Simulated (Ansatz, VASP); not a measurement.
**As in VASP and in Ansatz**

File INCAR:

```
PREC = Accurate
ENCUT = 520
EDIFF = 1E-6
ISMEAR = -1
SIGMA = 0.05
LREAL = False
LASPH = True
NELM = 80
ALGO = Normal
ISIF = 2
LWAVE = False
LCHARG = False
GGA = PE
NBANDS = 8
```

File KPOINTS:

```
Automatic mesh
0
Gamma
  16 16 16
```

File POSCAR:

```
As
1.0
   -1.4587307343      1.4587307343      1.4587307343
    1.4587307343     -1.4587307343      1.4587307343
    1.4587307343      1.4587307343     -1.4587307343
As
1
Direct
    0.0000000000      0.0000000000      0.0000000000
```

Input for Ansatz:

```yaml
crystal:
  lattice:
    - [-1.4587307343, 1.4587307343, 1.4587307343]
    - [1.4587307343, -1.4587307343, 1.4587307343]
    - [1.4587307343, 1.4587307343, -1.4587307343]
  atoms:
    - { symbol: As, position: [0.0, 0.0, 0.0] }
kpoints:
  mp_grid: { grid: [16, 16, 16] }
scf:
  occupations: { method: fermi_dirac, width: 0.05 }
hamiltonian:
  xc: pbe
  pseudopotentials: { kind: all_electron, lapw: { basis_error: 0.001 } }
output:
  forces: true
  stress: true
  eigenvalues: true
  populations: true
```

Change from the starting cell: volume scaled by 0.65, LAPW.

Alike in both runs: task single point; functional PBE; k mesh 16 × 16 × 16; occupations fermi-dirac, width 0.05 eV; no spin polarisation.

```csv
,VASP,Ansatz
version,VASP 6.6.1,Ansatz 0.2.0
potentials or method,"VASP PAW PBE potentials, release 64 (As), cutoff 520 eV","all-electron LAPW, scalar-relativistic"
```

|  | VASP | Ansatz | Ansatz less VASP |
| --- | --- | --- | --- |
| pressure (GPa) | 89.1 | 87.1 | -1.98 |

Both programs put the cell under a high pressure, so it lies far from rest at this level. Ansatz ran all-electron here, and VASP with PAW potentials.

Noted on VASP's run: the cell as given lies far from equilibrium.
